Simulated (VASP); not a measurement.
# LuH2 (Fm-3m) in VASP: single point with PBEsol

Aim: the single point of LuH2 with PBEsol.

Everything below comes from runs of VASP 6.6.1. Logs are shortened: lines on timing, memory, paths and dates and some standing lists are left out, and cuts for length are marked.

## Step 1: The cell of the first run

Symmetry: Fm-3m, No. 225, cubic system. Conventional cell: a = 4.958 Å, b = 4.958 Å, c = 4.958 Å, α = 90.00°, β = 90.00°, γ = 90.00°. Lu (site symmetry m-3m) has 8 H at 2.15 Å within 2.8 Å. Within 2.8 Å of H (site symmetry -43m) lie 4 Lu at 2.15 Å and 6 H at 2.48 Å.

## Step 2: Single point, PBEsol

The input, INCAR:

```
PREC     = Accurate       # precision mode
ENCUT    = 520            # plane-wave cutoff, eV
EDIFF    = 1E-6           # SCF threshold, eV
ISMEAR   = 0              # smearing method
SIGMA    = 0.05           # smearing width, eV
LREAL    = F              # projectors in reciprocal space
LASPH    = T              # aspherical terms in the spheres
NELM     = 60             # most SCF steps
ALGO     = Normal         # electronic algorithm
ISIF     = 2              # what is computed and relaxed
LWAVE    = F              # write WAVECAR
LCHARG   = T              # write CHGCAR
GGA      = PS             # functional
LELF     = T              # ELF
LVHAR    = T            
NBANDS   = 20             # bands
```

The input, KPOINTS:

```
Automatic mesh
0
Gamma
  12 12 12
```

The input, POSCAR:

```
LuH2
1.0
    0.0000000000      2.4791671951      2.4791671951
    2.4791671951      0.0000000000      2.4791671951
    2.4791671951      2.4791671951      0.0000000000
Lu H
1 2
Direct
    0.0000000000      0.0000000000      0.0000000000
    0.2500000000      0.2500000000      0.2500000000
    0.7500000000      0.7500000000      0.7500000000
```

Potentials or basis: VASP PAW PBE potentials, release 64 (Lu, H).

On the command line:

```bash
$ cat potpaw_PBE.64/Lu/POTCAR potpaw_PBE.64/H/POTCAR > POTCAR
$ mpirun -np 1 vasp_std > vasp.out
```

OUTCAR:

```text
PREC = Accurate
   ENCUT = 520
   EDIFF = 1E-6
   ISMEAR = 0
   LREAL = F
   LASPH = T
   NELM = 60
   ISIF = 2
   GGA = PS

 ion  position               nearest neighbor table
   1  0.000  0.000  0.000-   3 2.15   3 2.15   3 2.15   2 2.15   2 2.15   2 2.15   3 2.15   2 2.15

   2  0.250  0.250  0.250-   1 2.15   1 2.15   1 2.15   1 2.15
   3  0.750  0.750  0.750-   1 2.15   1 2.15   1 2.15   1 2.15

  LATTYP: Found a face centered cubic cell.
 ALAT       =     4.9583343902

  Lattice vectors:

 A1 = (   0.0000000000,   2.4791671951,   2.4791671951)
 A2 = (   2.4791671951,   0.0000000000,   2.4791671951)
 A3 = (   2.4791671951,   2.4791671951,   0.0000000000)

Analysis of symmetry for initial positions (statically):
=====================================================================
 Subroutine PRICEL returns:
 Original cell was already a primitive cell.

 Routine SETGRP: Setting up the symmetry group for a
 face centered cubic supercell.

 Subroutine GETGRP returns: Found 48 space group operations
 (whereof 48 operations were pure point group operations)
 out of a pool of 48 trial point group operations.

The static configuration has the point symmetry O_h .

Analysis of symmetry for dynamics (positions and initial velocities):
=====================================================================
 Subroutine PRICEL returns:
 Original cell was already a primitive cell.

 Routine SETGRP: Setting up the symmetry group for a
 face centered cubic supercell.

 Subroutine GETGRP returns: Found 48 space group operations
 (whereof 48 operations were pure point group operations)
 out of a pool of 48 trial point group operations.

The dynamic configuration has the point symmetry O_h .

 Subroutine INISYM returns: Found 48 space group operations
 (whereof 48 operations are pure point group operations),
 and found     1 'primitive' translations

----------------------------------------------------------------------------------------

                                     Primitive cell

  volume of cell :      30.4753

  direct lattice vectors                    reciprocal lattice vectors
     0.000000000  2.479167195  2.479167195    -0.201680629  0.201680629  0.201680629
     2.479167195  0.000000000  2.479167195     0.201680629 -0.201680629  0.201680629
     2.479167195  2.479167195  0.000000000     0.201680629  0.201680629 -0.201680629

  length of vectors
     3.506071871  3.506071871  3.506071871     0.349321097  0.349321097  0.349321097

  position of ions in fractional coordinates (direct lattice)
     0.000000000  0.000000000  0.000000000
     0.250000000  0.250000000  0.250000000
     0.750000000  0.750000000  0.750000000

  ion indices of the primitive-cell ions
   primitive index   ion index
                 1           1
                 2           2
                 3           3

----------------------------------------------------------------------------------------

 KPOINTS: Automatic mesh

Automatic generation of k-mesh.
 Grid dimensions read from file:
 generate k-points for:   12   12   12

 Generating k-lattice:

  Cartesian coordinates                     Fractional coordinates (reciprocal lattice)
    -0.016806719  0.016806719  0.016806719     0.083333333  0.000000000  0.000000000
     0.016806719 -0.016806719  0.016806719     0.000000000  0.083333333  0.000000000
     0.016806719  0.016806719 -0.016806719     0.000000000  0.000000000  0.083333333

  Length of vectors
     0.029110091  0.029110091  0.029110091

  Shift w.r.t. Gamma in fractional coordinates (k-lattice)
     0.000000000  0.000000000  0.000000000

 Subroutine IBZKPT returns following result:
 ===========================================

 Found     72 irreducible k-points:

 Following reciprocal coordinates:
            Coordinates               Weight
  0.000000  0.000000  0.000000      1.000000
  0.083333  0.000000  0.000000      8.000000
  0.166667  0.000000  0.000000      8.000000
  0.250000  0.000000  0.000000      8.000000
  0.333333  0.000000  0.000000      8.000000
  0.416667  0.000000  0.000000      8.000000
[... 16 lines left out ...]
  0.500000  0.166667  0.000000     24.000000
 -0.416667  0.166667  0.000000     24.000000
 [... further k-points ...]
   k-points           NKPTS =     72   k-points in BZ     NKDIM =     72   number of bands    NBANDS=     20
   number of dos      NEDOS =    301   number of ions     NIONS =      3
   total plane-waves  NPLWV =  21952
   dimension x,y,z NGX =    28 NGY =   28 NGZ =   28
   dimension x,y,z NGXF=    56 NGYF=   56 NGZF=   56
   ions per type =               1   2
   NGX,Y,Z   is equivalent  to a cutoff of  13.28, 13.28, 13.28 a.u.
   NGXF,Y,Z  is equivalent  to a cutoff of  26.55, 26.55, 26.55 a.u.
 SYSTEM =  unknown system
   PREC   = accura    normal or accurate (medium, high low for compatibility)
   ISTART =      0    job   : 0-new  1-cont  2-samecut
   ICHARG =      2    charge: 1-file 2-atom 10-const
   ISPIN  =      1    spin polarized calculation?
   LNONCOLLINEAR =      F non collinear calculations
   LSORBIT =      F    spin-orbit coupling
   LASPH  =      T    aspherical Exc in radial PAW
   ENCUT  =  520.0 eV  38.22 Ry    6.18 a.u.   6.52  6.52  6.52*2*pi/ulx,y,z
   NELM   =     60;   NELMIN=  2; NELMDL= -5     # of ELM steps
   EDIFF  = 0.1E-05   stopping-criterion for ELM
   LREAL  =      F    real-space projection
   EDIFFG = 0.1E-04   stopping-criterion for IOM
   NSW    =      0    number of steps for IOM
   IBRION =     -1    ionic relax: 0-MD 1-quasi-New 2-CG
   NFREE  =      0    steps in history (QN), initial steepest desc. (CG)
   ISIF   =      2    stress and relaxation
   ISYM   =      2    0-nonsym 1-usesym 2-fastsym
   POTIM  = 0.5000    time-step for ionic-motion
   TEBEG  =    0.0;   TEEND  =   0.0 temperature during run
   PSTRESS=    0.0 pullay stress
   NELECT =      27.0000    total number of electrons
   NUPDOWN=      -1.0000    fix difference up-down
   EMIN   =  10.00;   EMAX   =-10.00  energy-range for DOS
   EFERMI =   0.00;   METHOD = LEGACY
   ISMEAR =     0;   SIGMA  =   0.05  broadening in eV -4-tet -1-fermi 0-gaus
   EFERMI_NEDOS =   21; number of points for ismear=-14 and -15
   IALGO  =     38    algorithm
   IMIX   =      4    mixing-type and parameters
     AMIX     =   0.40;   BMIX     =  1.00
     AMIX_MAG =   1.60;   BMIX_MAG =  1.00
  volume/ion in A,a.u.               =      10.16        68.55
  Fermi-wavevector in a.u.,A,eV,Ry     =   1.572342  2.971295 33.637119  2.472258
  Thomas-Fermi vector in A             =   2.673790
   LORBIT       =      0    0 simple, 1 ext, 2 COOP (PROOUT), +10 PAW based schemes
   GGA     = PS    functional components
   LHFCALC =     F    Hartree Fock is set to
   AEXX    =    0.0000 exact exchange contribution
   IVDW    =     0    specifies the selected vdW correction
   LEPSILON=     F    determine dielectric tensor
   LRPA    =     F    only Hartree local field effects (RPA)
 non-spin polarized calculation
 Gauss-broadening in eV      SIGMA  =   0.05
  energy-cutoff  :      520.00
  volume of cell :       30.48
 maximum number of plane-waves:       869
 NGX is ok and might be reduce to    28
   NGX = 13   NGY = 13   NGZ = 13

 number of electron      26.9999997 magnetization

 Free energy of the ion-electron system (eV)
  ---------------------------------------------------
  ext. energy  EPLUGINS =         0.00000000
  ---------------------------------------------------
  free energy    TOTEN  =       -13.70319901 eV

  energy without entropy =      -13.70230000  energy(sigma->0) =      -13.70274951

 E-fermi :   2.5821     XC(G=0): -11.4122

 val. band max:        2.5737571935   @ k =   0.5000   0.2500   0.0833
 cond. band min:       2.8510990019   @ k =  -0.2500   0.2500   0.0833
 fundamental gap:      0.2773418084
 Fermi energy:         2.5821090477

 k-point     1 :       0.0000    0.0000    0.0000
  band No.  band energies     occupation
      1     -53.3135      2.00000
      2     -23.8108      2.00000
      3     -23.8108      2.00000
      4     -23.8108      2.00000
      5      -6.7678      2.00000
      6      -2.4457      2.00000
[... 12 lines left out ...]
     19      13.0585      0.00000
     20      15.3382      0.00000

 k-point     2 :       0.0833    0.0000    0.0000
  band No.  band energies     occupation
      1     -53.3116      2.00000
      2     -23.8476      2.00000
      3     -23.8152      2.00000
      4     -23.8152      2.00000
      5      -6.5963      2.00000
      6      -2.4485      2.00000
[... 12 lines left out ...]
     19      12.2872      0.00000
     20      15.7460      0.00000

 k-point     3 :       0.1667    0.0000    0.0000
  band No.  band energies     occupation
      1     -53.3067      2.00000
      2     -23.9468      2.00000
      3     -23.8272      2.00000
      4     -23.8272      2.00000
      5      -6.1147      2.00000
      6      -2.4564      2.00000
[... 12 lines left out ...]
     19      11.2974      0.00000
     20      15.9959      0.00000

 k-point     4 :       0.2500    0.0000    0.0000
  band No.  band energies     occupation
      1     -53.2999      2.00000
      2     -24.0785      2.00000
      3     -23.8437      2.00000
      4     -23.8437      2.00000
      5      -5.4238      2.00000
      6      -2.4653      2.00000
[... 12 lines left out ...]
     19      11.1142      0.00000
     20      13.8745      0.00000

 k-point     5 :       0.3333    0.0000    0.0000
  band No.  band energies     occupation
      1     -53.2931      2.00000
      2     -24.2062      2.00000
      3     -23.8600      2.00000
      4     -23.8600      2.00000
      5      -4.7096      2.00000
      6      -2.4626      2.00000
[... 12 lines left out ...]
     19      11.6546      0.00000
     20      12.3379      0.00000
[... 353 lines left out ...]
      6      -2.4881      2.00000
[... 12 lines left out ...]
     19      11.8977      0.00000
     20      12.4429      0.00000

 k-point    22 :       0.4167    0.1667    0.0000
  band No.  band energies     occupation
      1     -53.2876      2.00000
      2     -24.2261      2.00000
      3     -23.9288      2.00000
      4     -23.9029      2.00000
      5      -3.9606      2.00000
      6      -2.4778      2.00000
[... 12 lines left out ...]
     19      10.3913      0.00000
     20      12.8415      0.00000

 k-point    23 :       0.5000    0.1667    0.0000
  band No.  band energies     occupation
      1     -53.2841      2.00000
      2     -24.2781      2.00000
      3     -23.9568      2.00000
      4     -23.9034      2.00000
      5      -3.5962      2.00000
      6      -2.4410      2.00000
[... 12 lines left out ...]
     19      10.1120      0.00000
     20      13.2847      0.00000

 k-point    24 :      -0.4167    0.1667    0.0000
  band No.  band energies     occupation
      1     -53.2837      2.00000
      2     -24.2815      2.00000
      3     -23.9738      2.00000
      4     -23.8937      2.00000
      5      -3.5609      2.00000
      6      -2.4314      2.00000
[... 12 lines left out ...]
     19      10.2371      0.00000
     20      12.8889      0.00000

 [... further k-points ...]
[... 5 lines left out ...]
  --------------------------------------------------------------------------------------
  -------------------------------------------------------------------------------------
  Total        0.0629694      0.0629694      0.0629694      0.0000000     -0.0000000      0.0000000
  in kB        3.3104941      3.3104941      3.3104941      0.0000000     -0.0000000      0.0000000
  external PRESSURE =       3.3104941 kB  Pullay stress =       0.0000000 kB

 VOLUME and BASIS-vectors are now :
 -----------------------------------------------------------------------------
  energy-cutoff  :      520.00
  volume of cell :       30.48
      direct lattice vectors                 reciprocal lattice vectors
     0.000000000  2.479167195  2.479167195    -0.201680629  0.201680629  0.201680629
     2.479167195  0.000000000  2.479167195     0.201680629 -0.201680629  0.201680629
     2.479167195  2.479167195  0.000000000     0.201680629  0.201680629 -0.201680629

 POSITION                                       TOTAL-FORCE (eV/Angst)
 -----------------------------------------------------------------------------------
      0.00000      0.00000      0.00000        -0.000000      0.000000     -0.000000
      1.23958      1.23958      1.23958        -0.000000     -0.000000     -0.000000
      3.71875      3.71875      3.71875         0.000000      0.000000      0.000000
 -----------------------------------------------------------------------------------
    total drift:                               -0.000000     -0.000000      0.000000

  FREE ENERGIE OF THE ION-ELECTRON SYSTEM (eV)
  ---------------------------------------------------
  free  energy   TOTEN  =       -13.7031990134 eV

  energy  without entropy=      -13.7022999984  energy(sigma->0) =      -13.70274951
```

It took 48 s on 1 thread of AMD EPYC 7R13 (Zen 3), shared host; peak memory 0.17 GiB.

What came out:

* Free energy: -13.7032 eV
* Pressure: 0.3 GPa

Levels at points of the mesh, in eV from the Fermi level:
| k point | band 11 | band 12 | band 13 | band 14 | band 15 | band 16 |
| --- | --- | --- | --- | --- | --- | --- |
| (0.00, 0.00, 0.00) | -4.60 | -4.60 | -0.21 | 1.52 | 1.52 | 1.52 |
| (0.50, 0.00, 0.00) | -4.62 | -4.60 | -3.66 | 1.59 | 1.59 | 5.17 |
| (0.50, 0.50, 0.00) | -4.63 | -4.63 | -3.71 | -2.32 | 6.33 | 6.42 |

Caveat: the PAW data sets were made with another functional, which shifts forces and pressure a little; spin-orbit coupling is left out, which moves the levels of the heavy elements.
